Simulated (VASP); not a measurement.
A run of VASP 6.6.1:

File INCAR:

```
PREC = Accurate
ENCUT = 520
EDIFF = 1E-6
ISMEAR = 0
SIGMA = 0.1
LREAL = F
LASPH = T
NELM = 80
ALGO = Normal
ISIF = 2
LWAVE = F
LCHARG = F
LDIPOL = T
IDIPOL = 3
DIPOL = 0.5 0.5 0.308
GGA = PE
IVDW = 12
NBANDS = 30
```

Contents of KPOINTS:

```
regular mesh
0
Gamma
  6 6 1
```

Contents of POSCAR:

```
Al12H
1.0
    5.6314608543      0.0000000000      0.0000000000
   -2.8157304272      4.8769881603      0.0000000000
    0.0000000000      0.0000000000     21.6684292099
Al H
12 1
Direct
    0.3333333333      0.1666666667      0.1846003677
    0.3333333333      0.6666666667      0.1846003677
    0.8333333333      0.1666666667      0.1846003677
    0.8333333333      0.6666666667      0.1846003677
    0.1666666667      0.3333333333      0.2900502825
    0.1666666667      0.8333333333      0.2900502825
    0.6666666667      0.3333333333      0.2900502825
    0.6666666667      0.8333333333      0.2900502825
    0.0000000000      0.0000000000      0.3954337957
    0.0000000000      0.5000000000      0.3954337957
    0.5000000000      0.0000000000      0.3954337957
    0.5000000000      0.5000000000      0.3954337957
    0.0000000000      0.2500000000      0.5246540531
```

Potentials or basis: VASP PAW PBE potentials, release 64 (Al, H).

Launch:

```bash
$ cat potpaw_PBE.64/Al/POTCAR potpaw_PBE.64/H/POTCAR > POTCAR
$ mpirun -np 1 vasp_std > vasp.out
```

Hardware: 1 thread of Intel(R) Xeon(R) 6975P-C (Granite Rapids), with other jobs on the host.

Question: How long does it take, and how much memory?

Answer: It took 5.6 min on 1 thread of Intel(R) Xeon(R) 6975P-C (Granite Rapids), with other jobs on the host, peak memory 0.65 GiB. Counts: scf iterations 25, k points 13.
